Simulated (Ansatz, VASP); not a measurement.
# SnTe in VASP and in Ansatz

Contents of INCAR:

```
SYSTEM = SnTe
  PREC = Accurate
  ENCUT = 520
  EDIFF = 1E-6
  ISMEAR = 0
  SIGMA = 0.03
  LREAL = .FALSE.
  LASPH = .TRUE.
  NELM = 80
  ALGO = Normal
  ISIF = 2
  LWAVE = .FALSE.
  LCHARG = .TRUE.
  GGA = PE
  LELF = .TRUE.
  LVHAR = .TRUE.
  NBANDS = 17
```

KPOINTS

```
regular mesh
0
G
  10 10 10
  0 0 0
```

File POSCAR:

```
SnTe
1.0
    0.0000000000      3.1565000000      3.1565000000
    3.1565000000      0.0000000000      3.1565000000
    3.1565000000      3.1565000000      0.0000000000
Sn Te
1 1
Direct
    0.0316806590     -0.0316806590     -0.0316806590
    0.5000000000      0.5000000000      0.5000000000
```

Input for Ansatz:

```yaml
crystal:
  lattice:
    - [0.0, 3.1565, 3.1565]
    - [3.1565, 0.0, 3.1565]
    - [3.1565, 3.1565, 0.0]
  atoms:
    - { symbol: Sn, position: [0.031680659, -0.031680659, -0.031680659] }
    - { symbol: Te, position: [0.5, 0.5, 0.5] }
basis:
  ecutwfc: 420
kpoints:
  mp_grid: { grid: [10, 10, 10] }
hamiltonian:
  xc: pbe
scf:
  occupations: { method: gaussian, width: 0.03 }
output:
  forces: true
  stress: true
  eigenvalues: true
```

Alike in both runs: task single point; functional PBE; k mesh 10 × 10 × 10; occupations gaussian, width 0.03 eV; no spin polarisation.

```csv
,VASP,Ansatz
version,VASP 6.6.1,Ansatz 0.2.0
potentials or method,"VASP PAW PBE potentials, release 64 (Sn_d, Te), cutoff 520 eV","scalar-relativistic, plane waves, PAW"
valence electrons in the cell,20,30
```

Ansatz gave:

* gap on the k mesh at the Fermi level (eV): 0.52
* least direct gap on the mesh (eV): 0.52
* pressure (GPa): 2.6
* traceless stress, the component that is largest in VASP (GPa): 0.86
* rms of the force components (eV/Å): 0.114

What did VASP give for the same quantities?

gap on the k mesh at the Fermi level (eV): 0.53; least direct gap on the mesh (eV): 0.53; pressure (GPa): 2.5; traceless stress, the component that is largest in VASP (GPa): 0.87; rms of the force components (eV/Å): 0.118.

Atom by atom the forces differ by 0.004 eV/Å (rms over components). VASP's potentials hold 20 valence electrons a cell and Ansatz's 30, so a difference there can come from the potentials and not from the codes.

Spin-orbit coupling is off throughout.
